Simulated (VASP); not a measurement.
Here is a VASP 6.6.1 calculation.

The input INCAR:

```
  ALGO = Normal
  EDIFF = 1E-7
  ENCUT = 520
  GGA = PS
  ISIF = 2
  ISMEAR = 0
  ISPIN = 2
  LASPH = T
  LCHARG = F
  LMAXMIX = 4
  LORBIT = 11
  LREAL = F
  LWAVE = F
  MAGMOM = 0.73 0.73
  NBANDS = 21
  NELM = 150
  PREC = Accurate
  SIGMA = 0.1
```

File KPOINTS:

```
k-points
0
Gamma
  22 22 16
```

Contents of POSCAR:

```
Ni
1.0
    1.6969432069      1.6969432069      0.0000000000
   -1.6969432069      1.6969432069      0.0000000000
    0.0000000000      0.0000000000      3.5404527766
Ni
2
Direct
    0.0000000000      0.0000000000      0.0000000000
    0.5000000000      0.5000000000      0.5000000000
```

Potentials or basis: VASP PAW PBE potentials, release 64 (Ni).

Command:

```bash
$ cat potpaw_PBE.64/Ni/POTCAR > POTCAR
$ mpirun -np 1 vasp_std > vasp.out
```

Task: What does it give for the site moments?

Result: Ni +0.61 μB.

Task: What does it give for the pressure?

Result: 4.4 GPa.

Stress tensor (GPa, compression positive):
```
6.58 0.00 0.00
0.00 6.58 0.00
0.00 0.00 0.00
```

Caveat: the cell differs from its parent crystal (biaxial strain in the a-b plane: -2.0 %, then relaxed in part); the stress differs along the axes, from 0 to 7 GPa; the PAW data sets were made with another functional, which shifts forces and pressure a little.
